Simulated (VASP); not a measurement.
# Mo (Im-3m) in VASP: further runs, part 2 of 3

VASP 6.6.1.

### Step 4. Single point, LDA

INCAR

```
SYSTEM = Mo
PREC = Accurate
ENCUT = 520
EDIFF = 1E-7
ISMEAR = -1
SIGMA = 0.3
LREAL = .False.
LASPH = .True.
NELM = 80
ALGO = Normal
ISIF = 2
LWAVE = .False.
LCHARG = .False.
GGA = CA
NBANDS = 13
```

KPOINTS

```
Automatic mesh
0
Gamma
  14 14 14
  0 0 0
```

POSCAR

```
Mo
1.0
   -1.5565618036      1.5565618036      1.5565618036
    1.5565618036     -1.5565618036      1.5565618036
    1.5565618036      1.5565618036     -1.5565618036
Mo
1
Direct
    0.0000000000      0.0000000000      0.0000000000
```

Potentials or basis: VASP PAW LDA potentials, release 64 (Mo_sv).

Run with:

```console
$ cat potpaw_LDA.64/Mo_sv/POTCAR > POTCAR
$ mpirun -np 1 vasp_std > vasp.out
```

OUTCAR:

```text
SYSTEM = Mo
   PREC = Accurate
   ENCUT = 520
   EDIFF = 1E-7
   ISMEAR = -1
   LREAL = .False.
   LASPH = .True.
   NELM = 80
   ISIF = 2
   GGA = CA

 ion  position               nearest neighbor table
   1  0.000  0.000  0.000-

  LATTYP: Found a body centered cubic cell.
 ALAT       =     3.1131236072

  Lattice vectors:

 A1 = (  -1.5565618036,   1.5565618036,   1.5565618036)
 A2 = (   1.5565618036,  -1.5565618036,   1.5565618036)
 A3 = (   1.5565618036,   1.5565618036,  -1.5565618036)

Analysis of symmetry for initial positions (statically):
=====================================================================
 Subroutine PRICEL returns:
 Original cell was already a primitive cell.

 Routine SETGRP: Setting up the symmetry group for a
 body centered cubic supercell.

 Subroutine GETGRP returns: Found 48 space group operations
[... 9 lines left out ...]

 Routine SETGRP: Setting up the symmetry group for a
 body centered cubic supercell.

 Subroutine GETGRP returns: Found 48 space group operations
[... 11 lines left out ...]
                                     Primitive cell

  volume of cell :      15.0855

  direct lattice vectors                    reciprocal lattice vectors
    -1.556561804  1.556561804  1.556561804     0.000000000  0.321220782  0.321220782
     1.556561804 -1.556561804  1.556561804     0.321220782  0.000000000  0.321220782
     1.556561804  1.556561804 -1.556561804     0.321220782  0.321220782  0.000000000

  length of vectors
     2.696044129  2.696044129  2.696044129     0.454274787  0.454274787  0.454274787

  position of ions in fractional coordinates (direct lattice)
     0.000000000  0.000000000  0.000000000

  ion indices of the primitive-cell ions
   primitive index   ion index
                 1           1

----------------------------------------------------------------------------------------

 KPOINTS: Automatic mesh

Automatic generation of k-mesh.
 Grid dimensions read from file:
 generate k-points for:   14   14   14

 Generating k-lattice:

  Cartesian coordinates                     Fractional coordinates (reciprocal lattice)
     0.000000000  0.022944342  0.022944342     0.071428571  0.000000000  0.000000000
     0.022944342  0.000000000  0.022944342     0.000000000  0.071428571  0.000000000
     0.022944342  0.022944342  0.000000000     0.000000000  0.000000000  0.071428571

  Length of vectors
     0.032448199  0.032448199  0.032448199

  Shift w.r.t. Gamma in fractional coordinates (k-lattice)
     0.000000000  0.000000000  0.000000000

 Subroutine IBZKPT returns following result:
 ===========================================

 Found    104 irreducible k-points:

 Following reciprocal coordinates:
            Coordinates               Weight
  0.000000  0.000000  0.000000      1.000000
  0.071429  0.000000  0.000000     12.000000
  0.142857  0.000000  0.000000     12.000000
  0.214286  0.000000  0.000000     12.000000
  0.285714  0.000000  0.000000     12.000000
  0.357143  0.000000  0.000000     12.000000
[... 16 lines left out ...]
  0.285714  0.285714  0.000000     24.000000
  0.357143  0.285714  0.000000     24.000000
 [... further k-points ...]
   k-points           NKPTS =    104   k-points in BZ     NKDIM =    104   number of bands    NBANDS=     13
   number of dos      NEDOS =    301   number of ions     NIONS =      1
   total plane-waves  NPLWV =   8000
   dimension x,y,z NGX =    20 NGY =   20 NGZ =   20
   dimension x,y,z NGXF=    40 NGYF=   40 NGZF=   40
   ions per type =               1
   NGX,Y,Z   is equivalent  to a cutoff of  12.33, 12.33, 12.33 a.u.
   NGXF,Y,Z  is equivalent  to a cutoff of  24.67, 24.67, 24.67 a.u.
 SYSTEM =  Mo
   PREC   = accura    normal or accurate (medium, high low for compatibility)
   ISTART =      0    job   : 0-new  1-cont  2-samecut
   ICHARG =      2    charge: 1-file 2-atom 10-const
   ISPIN  =      1    spin polarized calculation?
   LNONCOLLINEAR =      F non collinear calculations
   LSORBIT =      F    spin-orbit coupling
   LASPH  =      T    aspherical Exc in radial PAW
   ENCUT  =  520.0 eV  38.22 Ry    6.18 a.u.   5.01  5.01  5.01*2*pi/ulx,y,z
   NELM   =     80;   NELMIN=  2; NELMDL= -5     # of ELM steps
   EDIFF  = 0.1E-06   stopping-criterion for ELM
   LREAL  =      F    real-space projection
   EDIFFG = 0.1E-05   stopping-criterion for IOM
   NSW    =      0    number of steps for IOM
   IBRION =     -1    ionic relax: 0-MD 1-quasi-New 2-CG
   NFREE  =      0    steps in history (QN), initial steepest desc. (CG)
   ISIF   =      2    stress and relaxation
   ISYM   =      2    0-nonsym 1-usesym 2-fastsym
   POTIM  = 0.5000    time-step for ionic-motion
   TEBEG  =    0.0;   TEEND  =   0.0 temperature during run
   PSTRESS=    0.0 pullay stress
   NELECT =      14.0000    total number of electrons
   NUPDOWN=      -1.0000    fix difference up-down
   EMIN   =  10.00;   EMAX   =-10.00  energy-range for DOS
   EFERMI =   0.00;   METHOD = LEGACY
   ISMEAR =    -1;   SIGMA  =   0.30  broadening in eV -4-tet -1-fermi 0-gaus
   EFERMI_NEDOS =   21; number of points for ismear=-14 and -15
   IALGO  =     38    algorithm
   IMIX   =      4    mixing-type and parameters
     AMIX     =   0.40;   BMIX     =  1.00
     AMIX_MAG =   1.60;   BMIX_MAG =  1.00
  volume/ion in A,a.u.               =      15.09       101.80
  Fermi-wavevector in a.u.,A,eV,Ry     =   1.596851  3.017611 34.693959  2.549934
  Thomas-Fermi vector in A             =   2.694549
   LORBIT       =      0    0 simple, 1 ext, 2 COOP (PROOUT), +10 PAW based schemes
   GGA     = CA    functional components
   LHFCALC =     F    Hartree Fock is set to
   AEXX    =    0.0000 exact exchange contribution
   IVDW    =     0    specifies the selected vdW correction
   LEPSILON=     F    determine dielectric tensor
   LRPA    =     F    only Hartree local field effects (RPA)
 non-spin polarized calculation
  energy-cutoff  :      520.00
  volume of cell :       15.09
 maximum number of plane-waves:       420
   NGX =  9   NGY =  9   NGZ =  9

 number of electron      13.9999996 magnetization

 Free energy of the ion-electron system (eV)
  ---------------------------------------------------
  ext. energy  EPLUGINS =         0.00000000
  ---------------------------------------------------
  free energy    TOTEN  =       -12.22919184 eV

  energy without entropy =      -12.01175817  energy(sigma->0) =      -12.12047501

 E-fermi :  13.0043     XC(G=0): -13.8002

 val. band max:       12.9612401482   @ k =  -0.4286   0.4286   0.0714
 cond. band min:      13.0058832247   @ k =   0.3571   0.0714  -0.0000
 fundamental gap:      0.0446430765
 Fermi energy:        13.0042554357

 k-point     1 :       0.0000    0.0000    0.0000
  band No.  band energies     occupation
      1     -47.8684      2.00000
      2     -21.2223      2.00000
      3     -21.2223      2.00000
      4     -21.2223      2.00000
      5       5.7102      2.00000
      6      11.6172      1.98056
      7      11.6172      1.98056
      8      11.6172      1.98056
      9      14.7559      0.00581
     10      14.7559      0.00581
     11      27.9230      0.00000
     12      27.9230      0.00000
     13      27.9230      0.00000

 k-point     2 :       0.0714    0.0000    0.0000
  band No.  band energies     occupation
      1     -47.8533      2.00000
      2     -21.3072      2.00000
      3     -21.2482      2.00000
      4     -21.2230      2.00000
      5       5.9454      2.00000
      6      11.4827      1.98754
      7      11.5938      1.98200
      8      11.8404      1.95952
      9      14.5595      0.01115
     10      14.7591      0.00575
     11      28.1024      0.00000
     12      28.3207      0.00000
     13      28.4071      0.00000
[... 321 lines left out ...]
 k-point    23 :       0.2857    0.2857    0.0000
  band No.  band energies     occupation
      1     -47.5274      2.00000
      2     -22.5055      2.00000
      3     -22.0838      2.00000
      4     -21.4134      2.00000
      5       8.9783      2.00000
      6      10.1053      1.99987
      7      11.2742      1.99376
      8      14.7737      0.00547
      9      15.6369      0.00031
     10      21.5454      0.00000
     11      24.2487      0.00000
     12      26.0476      0.00000
     13      30.3169      0.00000

 k-point    24 :       0.3571    0.2857    0.0000
  band No.  band energies     occupation
      1     -47.5175      2.00000
      2     -22.4461      2.00000
      3     -22.2022      2.00000
      4     -21.4217      2.00000
      5       9.0064      2.00000
      6      10.2911      1.99976
      7      11.0986      1.99652
      8      15.0274      0.00235
      9      15.5549      0.00041
     10      22.8863      0.00000
     11      23.5704      0.00000
     12      25.0318      0.00000
     13      30.6885      0.00000

 [... further k-points ...]
[... 5 lines left out ...]
  --------------------------------------------------------------------------------------
  -------------------------------------------------------------------------------------
  Total        0.1544601      0.1544601      0.1544601      0.0000000      0.0000000      0.0000000
  in kB       16.4046792     16.4046792     16.4046792      0.0000000      0.0000000      0.0000000
  external PRESSURE =      16.4046792 kB  Pullay stress =       0.0000000 kB

 VOLUME and BASIS-vectors are now :
 -----------------------------------------------------------------------------
  energy-cutoff  :      520.00
  volume of cell :       15.09
      direct lattice vectors                 reciprocal lattice vectors
    -1.556561804  1.556561804  1.556561804     0.000000000  0.321220782  0.321220782
     1.556561804 -1.556561804  1.556561804     0.321220782  0.000000000  0.321220782
     1.556561804  1.556561804 -1.556561804     0.321220782  0.321220782  0.000000000

 POSITION                                       TOTAL-FORCE (eV/Angst)
 -----------------------------------------------------------------------------------
      0.00000      0.00000      0.00000         0.000000      0.000000      0.000000
 -----------------------------------------------------------------------------------
    total drift:                                0.000000     -0.000000     -0.000000

  FREE ENERGIE OF THE ION-ELECTRON SYSTEM (eV)
  ---------------------------------------------------
  free  energy   TOTEN  =       -12.2291918413 eV

  energy  without entropy=      -12.0117581702  energy(sigma->0) =      -12.12047501
```

Wall time 20 s (1 thread of AMD EPYC 7R13, shared host); peak memory 0.1 GiB.

What came out:

- Free energy: -12.2292 eV
- Pressure: 1.6 GPa
- Band gap on the k mesh: zero (band 7 reaches 17.28 eV, above the bottom of band 8 at 11.62 eV)

Levels at points of the mesh, in eV from the Fermi level:
```
           k point  band 4  band 5  band 6  band 7  band 8  band 9  band 10  band 11
(0.00, 0.00, 0.00)  -34.23   -7.29   -1.39   -1.39   -1.39    1.75     1.75    14.92
(0.50, 0.00, 0.00)  -34.24   -5.50   -3.53    1.81    1.87    2.46     5.10    12.08
(0.50, 0.50, 0.50)  -35.32   -5.69   -5.69    4.28    4.28    4.28     9.38     9.38
```

### Step 5. Single point, LDA

INCAR

```
ALGO     = Normal         # electronic algorithm
EDIFF    = 1E-6           # SCF threshold, eV
ENCUT    = 520            # plane-wave cutoff, eV
ISIF     = 2              # what is computed and relaxed
ISMEAR   = -1             # smearing method
LASPH    = True           # aspherical terms in the spheres
LCHARG   = True           # write CHGCAR
LELF     = True           # ELF
LREAL    = False          # projectors in reciprocal space
LVHAR    = True         
LWAVE    = False          # write WAVECAR
NBANDS   = 13             # bands
NELM     = 100            # most SCF steps
PREC     = Accurate       # precision mode
SIGMA    = 0.6            # smearing width, eV
```

KPOINTS

```
k-points
0
Gamma
  14 14 14
```

POSCAR is that of step 4.

Potentials or basis: VASP PAW LDA potentials, release 64 (Mo_sv).

Run with:

```console
$ cat potpaw_LDA.64/Mo_sv/POTCAR > POTCAR
$ mpirun -np 1 vasp_std > vasp.out
```

OUTCAR:

```text
EDIFF = 1E-6
   ENCUT = 520
   ISIF = 2
   ISMEAR = -1
   LASPH = True
   LREAL = False
   NELM = 100
   PREC = Accurate

 ion  position               nearest neighbor table
   1  0.000  0.000  0.000-

  LATTYP: Found a body centered cubic cell.
 ALAT       =     3.1131236072

  Lattice vectors:

 A1 = (  -1.5565618036,   1.5565618036,   1.5565618036)
 A2 = (   1.5565618036,  -1.5565618036,   1.5565618036)
 A3 = (   1.5565618036,   1.5565618036,  -1.5565618036)

Analysis of symmetry for initial positions (statically):
=====================================================================
 Subroutine PRICEL returns:
 Original cell was already a primitive cell.

 Routine SETGRP: Setting up the symmetry group for a
 body centered cubic supercell.

 Subroutine GETGRP returns: Found 48 space group operations
[... 9 lines left out ...]

 Routine SETGRP: Setting up the symmetry group for a
 body centered cubic supercell.

 Subroutine GETGRP returns: Found 48 space group operations
[... 11 lines left out ...]
                                     Primitive cell

  volume of cell :      15.0855

[... 136 lines left out ...]
 cond. band min:      12.9835143208   @ k =  -0.4286   0.4286   0.0714
 fundamental gap:      0.0292618702
 Fermi energy:        12.9579460047

 k-point     1 :       0.0000    0.0000    0.0000
  band No.  band energies     occupation
      1     -47.7821      2.00000
      2     -21.1418      2.00000
      3     -21.1418      2.00000
      4     -21.1418      2.00000
      5       5.7086      1.99999
      6      11.6562      1.79497
      7      11.6562      1.79497
      8      11.6562      1.79497
      9      14.8050      0.08802
     10      14.8050      0.08802
     11      27.9146      0.00000
     12      27.9146      0.00000
     13      27.9146      0.00000
[... 354 lines left out ...]
  band No.  band energies     occupation
      1     -47.4296      2.00000
      2     -22.3717      2.00000
      3     -22.1266      2.00000
      4     -21.3422      2.00000
      5       9.0304      1.99713
      6      10.3159      1.97582
      7      11.1225      1.91035
      8      15.0767      0.05687
      9      15.6061      0.02393
     10      22.9229      0.00000
     11      23.5896      0.00000
     12      25.0625      0.00000
     13      30.6964      0.00000

 [... further k-points ...]
[... 5 lines left out ...]
  --------------------------------------------------------------------------------------
  -------------------------------------------------------------------------------------
  Total        0.6253779      0.6253779      0.6253779      0.0000000      0.0000000     -0.0000000
  in kB       66.4192601     66.4192601     66.4192601      0.0000000      0.0000000     -0.0000000
  external PRESSURE =      66.4192601 kB  Pullay stress =       0.0000000 kB

 VOLUME and BASIS-vectors are now :
 -----------------------------------------------------------------------------
  energy-cutoff  :      520.00
  volume of cell :       15.09
      direct lattice vectors                 reciprocal lattice vectors
    -1.556561804  1.556561804  1.556561804     0.000000000  0.321220782  0.321220782
     1.556561804 -1.556561804  1.556561804     0.321220782  0.000000000  0.321220782
     1.556561804  1.556561804 -1.556561804     0.321220782  0.321220782  0.000000000

 POSITION                                       TOTAL-FORCE (eV/Angst)
 -----------------------------------------------------------------------------------
      0.00000      0.00000      0.00000         0.000000     -0.000000      0.000000
 -----------------------------------------------------------------------------------
    total drift:                               -0.000000     -0.000000      0.000000

  FREE ENERGIE OF THE ION-ELECTRON SYSTEM (eV)
  ---------------------------------------------------
  free  energy   TOTEN  =       -12.5941173887 eV

  energy  without entropy=      -11.5401026669  energy(sigma->0) =      -12.06711003
```

It took 24 s on 1 thread of AMD EPYC 7R13, shared host; peak memory 0.1 GiB.

Results:

- Free energy: -12.5941 eV
- Pressure: 6.6 GPa
- Band gap on the k mesh: zero (band 7 reaches 17.34 eV, above the bottom of band 8 at 11.66 eV)

[end of part 2 of 3]
